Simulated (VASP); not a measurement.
Write the native input for VASP 6.6.1 that does the following.

| Item | Value |
| --- | --- |
| Task | single point |
| Functional | PBEsol |
| Potentials or basis | VASP PAW PBE potentials, release 64 (Sr_sv, Cu, Ti_sv, O) |
| Cutoff | 520 eV |
| k mesh | 3 × 3 × 2 |
| Occupations | gaussian, width 0.05 eV |
| Spin | no spin polarisation |
| Hubbard terms | Cu d U = 5.0 eV |
| Dipole correction | no |
| Further INCAR settings | LREAL = Auto; ALGO = Normal; EDIFF = 1e-07; NBANDS = 96 |

The structure of Sr4Ti3CuO12 lies in POSCAR:

```
Sr4Ti3CuO12
1.0
    3.9033639000      3.9033639000      0.0000000000
   -3.9033639000      3.9033639000      0.0000000000
    0.0000000000      0.0000000000      7.8067278000
Sr Cu Ti O
4 1 3 12
Direct
    0.5005489436      0.0003741732      0.2430387891
    0.5006528970      0.0004919305      0.7557448610
    0.0004508967      0.5004022308      0.2430205960
    0.0005097432      0.5003655605      0.7557459547
    0.0004522283      0.0003767232      0.9997182821
    0.0006067437      0.0004475854      0.4997275882
    0.5004190115      0.5004590721      0.9991170116
    0.5005624592      0.5003567228      0.4991130627
    0.0008317476      0.9971366078      0.2575468864
    0.9999811921      0.0037528390      0.7420353094
    0.5001895557      0.5030610042      0.2499405994
    0.5007012073      0.4974099815      0.7497739832
    0.2500286460      0.7472081711      0.9981803427
    0.2528116067      0.7498681011      0.5015751966
    0.7509239659      0.2536261597      0.0016050466
    0.7482557233      0.2510031364      0.4982178741
    0.2535702835      0.2501157008      0.0013361447
    0.2510811461      0.2526943130      0.4985939043
    0.7470406179      0.7509466049      0.9984826013
    0.7499467470      0.7480198912      0.5012534812
```

These files were run (other wordings do the same):

INCAR

```
  PREC = Accurate
  ENCUT = 520
  EDIFF = 1E-7
  ISMEAR = 0
  SIGMA = 0.05
  LREAL = Auto
  LASPH = T
  NELM = 150
  ALGO = Normal
  ISIF = 2
  LWAVE = F
  LCHARG = F
  LMAXMIX = 4
  LDAU = T
  LDAUTYPE = 2
  LDAUL = -1 2 -1 -1
  LDAUU = 0 5 0 0
  LDAUJ = 0 0 0 0
  LDAUPRINT = 1
  GGA = PS
  NBANDS = 96
```

KPOINTS

```
Automatic mesh
0
Gamma
  3 3 2
```

Potentials or basis: VASP PAW PBE potentials, release 64 (Sr_sv, Cu, Ti_sv, O).

Run with:

```sh
$ cat potpaw_PBE.64/Sr_sv/POTCAR potpaw_PBE.64/Cu/POTCAR potpaw_PBE.64/Ti_sv/POTCAR potpaw_PBE.64/O/POTCAR > POTCAR
$ mpirun -np 1 vasp_std > vasp.out
```

Results of the run:

| Item | Value |
| --- | --- |
| Pressure | -2.4 GPa |
| Largest force | 0.431 eV/Å |
| Band gap on the k mesh | zero (an odd number of electrons rules out a gap without spin polarisation) |

Caveat: the k points lie up to 0.40 Å⁻¹ apart, too coarse for converged energies and pressures of a metal; the PAW data sets were made with another functional, which shifts forces and pressure a little; an odd number of electrons without spin polarisation forces a metal; a magnetic or distorted state may lie lower; U without spin polarisation on a metal has little footing.

It took 14 min on 1 thread of AMD EPYC 7R13, with other jobs on the host, peak memory 0.38 GiB.
